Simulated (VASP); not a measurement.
Set up this calculation in VASP 6.6.1, as the native input.

```
Task                   : single point
Functional             : revPBE
Potentials or basis    : VASP PAW PBE potentials, release 64 (Ag)
Cutoff                 : 520 eV
k mesh                 : 12 × 12 × 7
Occupations            : fermi-dirac, width 0.1 eV
Spin                   : no spin polarisation
Dipole correction      : no
Further INCAR settings : ALGO = Normal; EDIFF = 1e-07; NBANDS = 18
```

The structure of Ag lies in POSCAR:

```
Ag
1.0
    2.9781776453      0.0000000000      0.0000000000
   -1.4890888226      2.5791774978      0.0000000000
    0.0000000000      0.0000000000      4.8176246266
Ag
2
Direct
    0.3333333333      0.6666666667      0.2500000000
    0.6666666667      0.3333333333      0.7500000000
```

The input as run:

INCAR

```
  ALGO = Normal
  EDIFF = 1E-7
  ENCUT = 520
  GGA = RE
  ISIF = 2
  ISMEAR = -1
  LASPH = T
  LCHARG = F
  LREAL = F
  LWAVE = F
  NBANDS = 18
  NELM = 80
  PREC = Accurate
  SIGMA = 0.1
```

KPOINTS

```
k-points
0
Gamma
  12 12 7
```

Potentials or basis: VASP PAW PBE potentials, release 64 (Ag).

The run is started by

```bash
$ cat potpaw_PBE.64/Ag/POTCAR > POTCAR
$ mpirun -np 1 vasp_std > vasp.out
```

Results of the run:

The pressure is -0.1 GPa and the band gap on the k mesh is zero (band 11 reaches 11.21 eV, above the bottom of band 12 at 4.19 eV).

Caveat: the PAW data sets were made with another functional, which shifts forces and pressure a little.

Wall time 12 s on 1 thread of Intel(R) Xeon(R) 6975P-C (Granite Rapids), on a shared host, peak memory 0.18 GiB.
